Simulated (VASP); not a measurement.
Input of a VASP 6.6.1 run:

Contents of INCAR:

```
SYSTEM = Ga2SnSe3
ALGO = Normal ; EDIFF = 1E-6
ENCUT = 520 ; GGA = PE
ISIF = 2 ; ISMEAR = 0
LASPH = .True. ; LCHARG = .True.
LELF = .True. ; LREAL = .False.
LVHAR = .True. ; LWAVE = .False.
NBANDS = 38 ; NELM = 100
PREC = Accurate ; SIGMA = 0.1
```

Contents of KPOINTS:

```
k-points
0
Gamma
  4 4 2
  0 0 0
```

POSCAR

```
Ga2SnSe3
1.0
    4.0983068800      0.0000000000      0.0000000000
    0.0000000000      4.0983068800      0.0000000000
    0.0000000000      0.0000000000      9.0289548300
Ga Sn Se
2 1 3
Direct
    0.0000000000      0.5000000000      0.7315000300
    0.5000000000      0.0000000000      0.2684999700
    0.0000000000      0.0000000000      0.0000000000
    0.0000000000      0.5000000000      0.3835000100
    0.5000000000      0.0000000000      0.6164999900
    0.5000000000      0.5000000000      0.0000000000
```

Potentials or basis: VASP PAW PBE potentials, release 64 (Ga_d, Sn_d, Se).

Run with:

```bash
$ cat potpaw_PBE.64/Ga_d/POTCAR potpaw_PBE.64/Sn_d/POTCAR potpaw_PBE.64/Se/POTCAR > POTCAR
$ mpirun -np 1 vasp_std > vasp.out
```

Question: Estimate the pressure.

Answer: -3.5 GPa.

Question: Predict the band gap on the k mesh.

Answer: Zero (band 29 reaches 3.97 eV, above the bottom of band 30 at 2.56 eV).

Question: Predict the largest force.

Answer: 1.473 eV/Å.

Stress tensor (GPa, compression positive):
```
-4.19  0.00  0.00
 0.00 -4.19  0.00
 0.00  0.00 -2.01
```

Caveat: the k points lie up to 0.38 Å⁻¹ apart; spin-orbit coupling is left out, which moves the levels of the heavy elements; forces of over 1 eV/Å act on the atoms, so gaps and moduli don't describe the material at rest.
